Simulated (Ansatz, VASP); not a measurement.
Two plane-wave programs on Ni

INCAR

```
SYSTEM = Ni
ALGO     = Normal         ! electronic algorithm
EDIFF    = 1E-6           ! SCF threshold, eV
ENCUT    = 520            ! plane-wave cutoff, eV
GGA      = RE             ! functional
ISIF     = 2              ! what is computed and relaxed
ISMEAR   = -1             ! smearing method
ISPIN    = 2              ! spin polarisation
LASPH    = .True.         ! aspherical terms in the spheres
LCHARG   = .False.        ! write CHGCAR
LMAXMIX  = 4              ! l up to which the mixer works
LORBIT   = 11             ! projections on sites
LREAL    = .False.        ! projectors in reciprocal space
LWAVE    = .False.        ! write WAVECAR
MAGMOM   = 0.731 0.731    ! initial moments
NBANDS   = 21             ! bands
NELM     = 150            ! most SCF steps
PREC     = Accurate       ! precision mode
SIGMA    = 0.05           ! smearing width, eV
```

The input KPOINTS:

```
k-points
0
Gamma
  24 24 13
  0 0 0
```

POSCAR

```
Ni
1.0
    2.5065823280      0.0000000000      0.0000000000
   -1.2532911640      2.1707639727      0.0000000000
    0.0000000000      0.0000000000      4.1050009451
Ni
2
Direct
    0.3333333333      0.6666666667      0.2500000000
    0.6666666667      0.3333333333      0.7500000000
```

Input for Ansatz:

```yaml
crystal:
  lattice:
    - [2.506582328, 0.0, 0.0]
    - [-1.253291164, 2.1707639727, 0.0]
    - [0.0, 0.0, 4.1050009451]
  atoms:
    - { symbol: Ni, position: [0.3333333333, 0.6666666667, 0.25], spin: 0.731 }
    - { symbol: Ni, position: [0.6666666667, 0.3333333333, 0.75], spin: 0.731 }
hamiltonian:
  xc: revpbe
  pseudopotentials:
    kind: paw
    azcp:
      Ni: "pseudopotentials/Ni.paw.azcp"
basis:
  ecutwfc: 420
  fft_grid_basis: typed
kpoints:
  mp_grid: { grid: [24, 24, 13], shift: [0, 0, 0] }
magnetization:
  spin_polarized: true
scf:
  occupations: { method: fermi_dirac, width: 0.05 }
output:
  write_density: true
  write_potential: true
  elf: true
  volumetric_format: npy
```

Alike in both runs: task single point; functional revPBE; k mesh 24 × 24 × 13; occupations fermi-dirac, width 0.05 eV; collinear spin.

|  | VASP | Ansatz |
| --- | --- | --- |
| version | VASP 6.6.1 | Ansatz 0.2.0 |
| potentials or method | VASP PAW PBE potentials, release 64 (Ni), cutoff 520 eV | plane waves (420 eV) with PAW, scalar-relativistic |
| valence electrons in the cell | 20 | 36 |

Ansatz gave:

| Quantity | Value |
| --- | --- |
| net moment per atom (μB) | 0.66 |
| size of the moment on the site where the two differ most (μB) | 0.70 |

Problem. Which values does VASP return?

Solution. net moment per atom (μB): 0.65; size of the moment on the site where the two differ most (μB): 0.66.

VASP's potentials were made for PBE, not for revPBE. Site moments also hang on the region over which each program counts them. VASP's potentials hold 20 valence electrons a cell and Ansatz's 36, so a difference there can come from the potentials and not from the codes.
